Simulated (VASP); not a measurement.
Runs of VASP 6.6.1 on Pb. The structure is that of space group P6_3/mmc (No. 194), or close to it. The cells are those of the table. This isn't the form of Pb at room conditions, which is fcc.

```tsv
cell	further INCAR settings	gap on the mesh (eV)	pressure (GPa)
a = 3.341, b = 3.341, c = 5.814 Å, angles 90.0, 90.0, 120.0°, 2 atoms	ALGO = Fast; EDIFF = 1e-07; NBANDS = 21	none	3.5
a = 3.480, b = 3.480, c = 5.366 Å, angles 90.0, 90.0, 120.0°, 2 atoms	ALGO = Fast; EDIFF = 1e-06; NBANDS = 21	none	3.3
a = 3.619, b = 3.619, c = 5.143 Å, angles 90.0, 90.0, 120.0°, 2 atoms	ALGO = Fast; EDIFF = 1e-07; NBANDS = 21	none	1.9
a = 3.341, b = 3.341, c = 6.037 Å, angles 90.0, 90.0, 120.0°, 2 atoms	ALGO = Fast; EDIFF = 1e-07; NBANDS = 21	none	1.6
a = 3.480, b = 3.480, c = 5.143 Å, angles 90.0, 90.0, 120.0°, 2 atoms	ALGO = Fast; EDIFF = 1e-07; NBANDS = 21	none	(a)
a = 3.341, b = 3.341, c = 5.590 Å, angles 90.0, 90.0, 120.0°, 2 atoms	ALGO = Fast; EDIFF = 1e-07; NBANDS = 21	none	(b)
```

Alike in all rows: task single point; level PBEsol; potentials or basis VASP PAW PBE potentials, release 64 (Pb_d); no spin polarisation; k mesh 18 × 18 × 10; cutoff (eV) 520; smearing gaussian 0.15 eV.

Fill in the values left out.

(a) 6.7; (b) 6.0.

Caveats: the PAW data sets were made with another functional, which shifts forces and pressure a little; spin-orbit coupling is left out, which moves the levels of the heavy elements; the cell stands under pressure (at least some runs).

A k mesh can miss the band edges, and the runs leave out spin-orbit coupling on Pb.

A gap of «none» marks levels without a gap at the run's occupations.
